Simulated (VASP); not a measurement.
Input of a VASP 6.6.1 run:

The input INCAR:

```
  ALGO = Normal
  EDIFF = 1E-7
  EDIFFG = -0.01
  ENCUT = 600
  GGA = PE
  IBRION = 2
  ISIF = 3
  ISMEAR = 0
  LASPH = T
  LCHARG = F
  LREAL = F
  LWAVE = F
  NELM = 100
  NSW = 100
  PREC = Accurate
  SIGMA = 0.1
```

The input KPOINTS:

```
k-points
0
Gamma
  15 15 6
```

File POSCAR:

```
AlBN
1.0
    3.3501641741      0.0000000000      0.0000000000
   -1.6750820870      2.9013272816      0.0000000000
    0.0000000000      0.0000000000      8.3896623491
Al B N
2 2 2
Direct
    0.0000000000      0.0000000000      0.7522107822
    0.0000000000      0.0000000000      0.2477892178
    0.0000000000      0.0000000000      0.5000000000
    0.0000000000      0.0000000000      0.0000000000
    0.3333333333      0.6666666667      0.5000000000
    0.6666666667      0.3333333333      0.5000000000
```

Potentials or basis: VASP PAW PBE potentials, release 64 (Al, B, N).

Run with:

```sh
$ cat potpaw_PBE.64/Al/POTCAR potpaw_PBE.64/B/POTCAR potpaw_PBE.64/N/POTCAR > POTCAR
$ mpirun -np 1 vasp_std > vasp.out
```

Task: Predict the relaxed cell.

Result: a = 3.294 Å, b = 3.294 Å, c = 8.505 Å, α = 90.00°, β = 90.00°, γ = 120.00°.

Task: Estimate the relaxed volume.

Result: 13.32 Å³/atom.

Task: Estimate the band gap on the k mesh.

Result: Zero (band 11 reaches 5.43 eV, above the bottom of band 12 at 3.21 eV).

Task: Estimate the space group after relaxing (to 0.05 Å).

Result: P6/mmm (No. 191).

Step by step:
| step | energy change (eV) | largest force (eV/Å) | pressure (GPa) | volume (Å³) |
| --- | --- | --- | --- | --- |
| 1 | 0.0000 | 0.1371 | -0.80 | 81.55 |
| 2 | -0.0037 | 0.0529 | -0.02 | 80.75 |
| 3 | -0.0039 | 0.0290 | 0.20 | 80.53 |
| 4 | -0.0061 | 0.0063 | 0.12 | 80.41 |
| 5 | -0.0091 | 0.0354 | -0.03 | 80.06 |
| 6 | -0.0091 | 0.0383 | -0.04 | 80.00 |
| 7 | -0.0091 | 0.0390 | -0.05 | 79.98 |
| 8 | -0.0092 | 0.0205 | 0.03 | 79.89 |
| 9 | -0.0092 | 0.0009 | 0.00 | 79.92 |
